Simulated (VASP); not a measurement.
# Si11Pd10Au3 in VASP: a series of runs

Runs on Si11Pd10Au3. Level: PBE. Tasks: single point.

All numbers are computed with VASP 6.6.1; they aren't measurements. Logs are shortened: lines on timing, memory, paths and dates and some standing lists are left out, and cuts for length are marked.

### 1 The cell of the first run

The cell holds a disordered packing, 24 atoms: a = 7.237 Å, b = 7.076 Å, c = 7.523 Å, α = 88.96°, β = 91.36°, γ = 90.00°.

### 2 Single point, PBE

Input file INCAR:

```
SYSTEM = Si11Pd10Au3
PREC = Accurate ; ENCUT = 400
EDIFF = 1E-6 ; ISMEAR = -1
SIGMA = 0.1534 ; LREAL = Auto
LASPH = .True. ; NELM = 120
ALGO = Normal ; ISIF = 2
LWAVE = .False. ; LCHARG = .False.
GGA = PE ; ISYM = -1
NBANDS = 106 ; GGA_COMPAT = .False.
```

Input file KPOINTS:

```
explicit points
1
Reciprocal
  0.25000000   0.25000000   0.25000000 1
```

Input file POSCAR:

```
Si11Pd10Au3
1.0
    7.2361990000      0.0002630000     -0.0874420000
    0.0002630000      7.0758330000      0.0664260000
   -0.0874420000      0.0664260000      7.5219920000
Si Pd Au
11 10 3
Direct
    0.2713094701      0.9938734014      0.6798758638
    0.2707689909      0.7080569576      0.9663836641
    0.8226538943      0.1170535929      0.6393274680
    0.7000457623      0.4743951469      0.6212484977
    0.3210654852      0.4627075793      0.3385722551
    0.7105295858      0.9934822301      0.9946223125
    0.9500972781      0.8029842149      0.6190635907
    0.1210356077      0.3192337405      0.6110187534
    0.9498502994      0.7155917512      0.0363782509
    0.9773462399      0.4219523276      0.8695804921
    0.6219373595      0.7205910409      0.8304363347
    0.3489018862      0.5517984838      0.6798289486
    0.8189244746      0.9110280168      0.2610652134
    0.0554696555      0.0570553509      0.9211645557
    0.0570351628      0.1642050935      0.3596209330
    0.7969149834      0.2725562409      0.0795165721
    0.5745889191      0.2524429124      0.4172612031
    0.4949042553      0.1994033005      0.7815823062
    0.5773059874      0.8412256495      0.5666298947
    0.2001964960      0.7793367890      0.4249748413
    0.9254192412      0.5537668641      0.4131930733
    0.4193586640      0.9564187165      0.1197511897
    0.6455327190      0.6062699856      0.1608113359
    0.2883482269      0.3414569854      0.0510275900
```

Potentials or basis: VASP PAW PBE potentials, release 64 (Si, Pd, Au).

Launch:

```bash
cat potpaw_PBE.64/Si/POTCAR potpaw_PBE.64/Pd/POTCAR potpaw_PBE.64/Au/POTCAR > POTCAR
mpirun -np 1 vasp_std > vasp.out
```

OUTCAR:

```text
SYSTEM = Si11Pd10Au3
   PREC = Accurate
   ENCUT = 400
   EDIFF = 1E-6
   ISMEAR = -1
   LREAL = Auto
   LASPH = .True.
   NELM = 120
   ISIF = 2
   GGA = PE
   ISYM = -1

 ion  position               nearest neighbor table
   1  0.271  0.994  0.680-  18 2.30  14 2.47  20 2.51   8 2.58  19 2.63   7 2.72   2 2.93  15 3.06
                            12 3.18
   2  0.271  0.708  0.966-  22 2.36   9 2.39  12 2.52  24 2.66  11 2.76   1 2.93  14 2.93  10 3.02
                            23 3.13
   3  0.823  0.117  0.639-   7 2.41  17 2.59   8 2.60   4 2.68  18 2.69  19 2.69  14 2.70  15 2.75
                             6 2.93  10 2.99  13 3.22
   4  0.700  0.474  0.621-  21 2.35  17 2.38  11 2.44  12 2.65   3 2.68  18 2.73  10 2.73  19 2.76
                             7 2.95
   5  0.321  0.463  0.339-  24 2.35  17 2.42  20 2.51  12 2.66   8 2.72  15 2.85  23 2.90  21 3.00

   6  0.711  0.993  0.995-  16 2.17  13 2.20  22 2.34  11 2.39  14 2.61   9 2.63  18 2.63   3 2.93
                            23 3.03
   7  0.950  0.803  0.619-  20 2.36  21 2.37   3 2.41   1 2.72  19 2.73  13 2.92  11 2.94   4 2.95
                            14 3.01  15 3.29
   8  0.121  0.319  0.611-  15 2.24  10 2.35  12 2.38   1 2.58   3 2.60  21 2.60   5 2.72  14 3.00
                            18 3.08
   9  0.950  0.716  0.036-   2 2.39  13 2.41  10 2.46  23 2.53   6 2.63  14 2.67  11 2.80  21 3.05

  10  0.977  0.422  0.870-  16 2.31   8 2.35   9 2.46  24 2.66  14 2.66   4 2.73   3 2.99   2 3.02
                            12 3.20
  11  0.622  0.721  0.830-  19 2.16   6 2.39   4 2.44  12 2.56  23 2.60   2 2.76   9 2.80   7 2.94
                            22 3.16
  12  0.349  0.552  0.680-   8 2.38   2 2.52  11 2.56   4 2.65   5 2.66  20 2.69  19 2.77  18 2.80
                             1 3.18  24 3.18  10 3.20  17 3.37
  13  0.819  0.911  0.261-   6 2.20   9 2.41  15 2.59  23 2.61  21 2.85  16 2.88   7 2.92  19 2.96
                            22 3.07  20 3.13   3 3.22  17 3.25  14 3.26
  14  0.055  0.057  0.921-   1 2.47   6 2.61  10 2.66   9 2.67   3 2.70  16 2.72  24 2.80   2 2.93
                             8 3.00   7 3.01  22 3.07  13 3.26  15 3.40
  15  0.057  0.164  0.360-   8 2.24  13 2.59   3 2.75   5 2.85  16 2.89  20 2.94  21 2.95   1 3.06
                            24 3.14   7 3.29  14 3.40
  16  0.797  0.273  0.080-   6 2.17  10 2.31  23 2.69  14 2.72  13 2.88  15 2.89  17 3.04  18 3.14
                            21 3.35
  17  0.575  0.252  0.417-   4 2.38   5 2.42   3 2.59  18 2.83  16 3.04  19 3.10  23 3.18  13 3.25
                            22 3.27  21 3.32  12 3.37  24 3.46
  18  0.495  0.199  0.782-   1 2.30   6 2.63   3 2.69   4 2.73  24 2.75  12 2.80  17 2.83   8 3.08
                            19 3.10  22 3.10  16 3.14
  19  0.577  0.841  0.567-  11 2.16   1 2.63   3 2.69   7 2.73   4 2.76  12 2.77  20 2.94  13 2.96
                            18 3.10  17 3.10
  20  0.200  0.779  0.425-   7 2.36   5 2.51   1 2.51  21 2.55  12 2.69  19 2.94  15 2.94  22 3.07
                            13 3.13
  21  0.925  0.554  0.413-   4 2.35   7 2.37  20 2.55   8 2.60  23 2.76  13 2.85  15 2.95   5 3.00
                             9 3.05  17 3.32  16 3.35
  22  0.419  0.956  0.120-   6 2.34   2 2.36  24 2.92  23 2.98  20 3.07  13 3.07  14 3.07  18 3.10
                            11 3.16  17 3.27
  23  0.646  0.606  0.161-   9 2.53  11 2.60  13 2.61  16 2.69  21 2.76   5 2.90  22 2.98   6 3.03
                             2 3.13  17 3.18  24 3.29
  24  0.288  0.341  0.051-   5 2.35  10 2.66   2 2.66  18 2.75  14 2.80  22 2.92  15 3.14  12 3.18
                            23 3.29  17 3.46

IMPORTANT INFORMATION: All symmetrisations will be switched off!
NOSYMM: (Re-)initialisation of all symmetry stuff for point group C_1.

----------------------------------------------------------------------------------------

                                     Primitive cell

  volume of cell :     385.0560

  direct lattice vectors                    reciprocal lattice vectors
     7.236199000  0.000263000 -0.087442000     0.138213517 -0.000020222  0.001606889
     0.000263000  7.075833000  0.066426000    -0.000020222  0.141337837 -0.001248376
    -0.087442000  0.066426000  7.521992000     0.001606889 -0.001248376  0.132973212

  length of vectors
     7.236727309  7.076144793  7.522793508     0.138222859  0.141343351  0.132988780

  position of ions in fractional coordinates (direct lattice)
     0.271309470  0.993873401  0.679875864
     0.270768991  0.708056958  0.966383664
     0.822653894  0.117053593  0.639327468
     0.700045762  0.474395147  0.621248498
     0.321065485  0.462707579  0.338572255
     0.710529586  0.993482230  0.994622312
[... 16 lines left out ...]
     0.645532719  0.606269986  0.160811336
     0.288348227  0.341456985  0.051027590

  ion indices of the primitive-cell ions
   primitive index   ion index
                 1           1
                 2           2
                 3           3
                 4           4
                 5           5
                 6           6
[... 16 lines left out ...]
                23          23
                24          24

----------------------------------------------------------------------------------------

 KPOINTS: explicit points

Read explicit list of k-points.

 Found      1 k-points:

 Following reciprocal coordinates:
            Coordinates               Weight
  0.250000  0.250000  0.250000      1.000000
   k-points           NKPTS =      1   k-points in BZ     NKDIM =      1   number of bands    NBANDS=    106
   number of dos      NEDOS =    301   number of ions     NIONS =     24
   total plane-waves  NPLWV = 115200
   dimension x,y,z NGX =    48 NGY =   48 NGZ =   50
   dimension x,y,z NGXF=    96 NGYF=   96 NGZF=  100
   ions per type =              11  10   3
   NGX,Y,Z   is equivalent  to a cutoff of  11.03, 11.28, 11.05 a.u.
   NGXF,Y,Z  is equivalent  to a cutoff of  22.05, 22.55, 22.10 a.u.
 SYSTEM =  Si11Pd10Au3
   PREC   = accura    normal or accurate (medium, high low for compatibility)
   ISTART =      0    job   : 0-new  1-cont  2-samecut
   ICHARG =      2    charge: 1-file 2-atom 10-const
   ISPIN  =      1    spin polarized calculation?
   LNONCOLLINEAR =      F non collinear calculations
   LSORBIT =      F    spin-orbit coupling
   LASPH  =      T    aspherical Exc in radial PAW
   ENCUT  =  400.0 eV  29.40 Ry    5.42 a.u.  11.80 11.54 12.27*2*pi/ulx,y,z
   NELM   =    120;   NELMIN=  2; NELMDL= -5     # of ELM steps
   EDIFF  = 0.1E-05   stopping-criterion for ELM
   LREAL  =      T    real-space projection
   EDIFFG = 0.1E-04   stopping-criterion for IOM
   NSW    =      0    number of steps for IOM
   IBRION =     -1    ionic relax: 0-MD 1-quasi-New 2-CG
   NFREE  =      0    steps in history (QN), initial steepest desc. (CG)
   ISIF   =      2    stress and relaxation
   ISYM   =     -1    0-nonsym 1-usesym 2-fastsym
   POTIM  = 0.5000    time-step for ionic-motion
   TEBEG  =    0.0;   TEEND  =   0.0 temperature during run
   PSTRESS=    0.0 pullay stress
   NELECT =     177.0000    total number of electrons
   NUPDOWN=      -1.0000    fix difference up-down
   EMIN   =  10.00;   EMAX   =-10.00  energy-range for DOS
   EFERMI =   0.00;   METHOD = LEGACY
   ISMEAR =    -1;   SIGMA  =   0.15  broadening in eV -4-tet -1-fermi 0-gaus
   EFERMI_NEDOS =   21; number of points for ismear=-14 and -15
   IALGO  =     38    algorithm
   IMIX   =      4    mixing-type and parameters
     AMIX     =   0.40;   BMIX     =  1.00
     AMIX_MAG =   1.60;   BMIX_MAG =  1.00
  volume/ion in A,a.u.               =      16.04       108.27
  Fermi-wavevector in a.u.,A,eV,Ry     =   1.263450  2.387574 21.719049  1.596305
  Thomas-Fermi vector in A             =   2.396806
   LORBIT       =      0    0 simple, 1 ext, 2 COOP (PROOUT), +10 PAW based schemes
   GGA     = PE    functional components
   LHFCALC =     F    Hartree Fock is set to
   AEXX    =    0.0000 exact exchange contribution
   IVDW    =     0    specifies the selected vdW correction
   LEPSILON=     F    determine dielectric tensor
   LRPA    =     F    only Hartree local field effects (RPA)
 non-spin polarized calculation
  energy-cutoff  :      400.00
  volume of cell :      385.06
 maximum number of plane-waves:      7010
 NGX is ok and might be reduce to    48
   NGX = 23   NGY = 23   NGZ = 25

 number of electron     177.0000023 magnetization

 Free energy of the ion-electron system (eV)
  ---------------------------------------------------
  ext. energy  EPLUGINS =         0.00000000
  ---------------------------------------------------
  free energy    TOTEN  =      -122.45918136 eV

  energy without entropy =     -121.66181289  energy(sigma->0) =     -122.06049713

 E-fermi :   9.1753     XC(G=0): -11.7226

 val. band max:        8.9889952481   @ k =   0.2500   0.2500   0.2500
 cond. band min:       9.2386491430   @ k =   0.2500   0.2500   0.2500
 fundamental gap:      0.2496538949
 Fermi energy:         9.1753027517

 k-point     1 :       0.2500    0.2500    0.2500
  band No.  band energies     occupation
      1      -2.8156      2.00000
      2      -1.8764      2.00000
      3      -1.2414      2.00000
      4      -0.8809      2.00000
      5      -0.2942      2.00000
      6       0.1746      2.00000
[... 92 lines left out ...]
     99      11.2365      0.00000
    100      11.3153      0.00000
 [bands above 100 left out]

------------------------ aborting loop because EDIFF is reached ----------------------------------------

  FORCE on cell =-STRESS in cart. coord.  units (eV):
  Direction    XX          YY          ZZ          XY          YZ          ZX
  --------------------------------------------------------------------------------------
  -------------------------------------------------------------------------------------
  Total        7.5274066     14.3766937      7.9984288      7.0255322     -0.4552841      0.3958803
  in kB       31.3207418     59.8199002     33.2806152     29.2324957     -1.8943890      1.6472160
  external PRESSURE =      41.4737524 kB  Pullay stress =       0.0000000 kB

 VOLUME and BASIS-vectors are now :
 -----------------------------------------------------------------------------
  energy-cutoff  :      400.00
  volume of cell :      385.06
      direct lattice vectors                 reciprocal lattice vectors
     7.236199000  0.000263000 -0.087442000     0.138213517 -0.000020222  0.001606889
     0.000263000  7.075833000  0.066426000    -0.000020222  0.141337837 -0.001248376
    -0.087442000  0.066426000  7.521992000     0.001606889 -0.001248376  0.132973212

 POSITION                                       TOTAL-FORCE (eV/Angst)
 -----------------------------------------------------------------------------------
      1.90406      7.07771      5.15632        -0.085639     -0.643936     -1.104339
      1.87502      5.07436      7.29249        -0.311721     -0.845285     -0.033486
      5.89701      0.87094      4.74486        -0.067941     -0.089944     -0.192059
      5.01147      3.39819      4.64333         0.069169     -0.150033      0.504663
      2.29381      3.29662      2.54940        -0.640431      0.547327      0.978954
      5.05482      7.09597      7.48540        -0.059502     -0.519120     -2.734293
[... 16 lines left out ...]
      4.65730      4.30072      1.19345        -1.654749     -1.274689      0.333914
      2.08217      2.41956      0.38130         0.264800      0.097693     -0.178017
 -----------------------------------------------------------------------------------
    total drift:                                0.004921     -0.000260     -0.000677

  FREE ENERGIE OF THE ION-ELECTRON SYSTEM (eV)
  ---------------------------------------------------
  free  energy   TOTEN  =      -122.4591813613 eV

  energy  without entropy=     -121.6618128929  energy(sigma->0) =     -122.06049713
```

Run time: 44 s. Hardware: 1 thread of Intel Xeon Platinum 8559C (Emerald Rapids), shared host; peak memory 0.33 GiB.

Results:

```
Free energy            : -122.4592 eV
Pressure               : 4.1 GPa
Largest force          : 2.784 eV/Å
Band gap on the k mesh : zero (an odd number of electrons rules out a gap without spin polarisation)
```

Forces in eV/Å, atoms in the order of the input:
```
Si  -0.086 -0.644 -1.104
Si  -0.312 -0.845 -0.033
Si  -0.068 -0.090 -0.192
Si   0.069 -0.150  0.505
Si  -0.640  0.547  0.979
Si  -0.060 -0.519 -2.734
Si  -0.473  0.081  0.385
Si   0.149  0.343  0.054
Si  -0.005 -0.017 -0.463
Si  -0.558  0.339 -0.349
Si   0.716 -0.920  1.917
Pd   0.688 -0.029  0.300
Pd   0.610  0.014  2.242
Pd   0.107 -0.774 -0.367
Pd   0.768  0.520 -0.398
Pd  -0.031  1.605  1.377
Pd   0.149 -0.124 -0.429
Pd   0.953 -0.379  0.248
Pd  -0.436  1.408 -2.085
Pd   1.468  1.439 -0.802
Pd  -0.698 -1.410 -0.825
Au  -0.921  0.781  1.620
Au  -1.655 -1.275  0.334
Au   0.265  0.098 -0.178
```

Stress tensor (GPa, compression positive):
```
 3.13  2.92  0.16
 2.92  5.98 -0.19
 0.16 -0.19  3.33
```

Levels at points of the mesh, in eV from the Fermi level:
```tsv
k point	band 85	band 86	band 87	band 88	band 89	band 90	band 91	band 92
(0.25, 0.25, 0.25)	-0.92	-0.71	-0.44	-0.19	0.06	0.18	0.31	0.50
```

Caveat: the atoms stand as in a frame of molecular dynamics; spin-orbit coupling is left out, which moves the levels of the heavy elements.

[end of part 1 of 2]
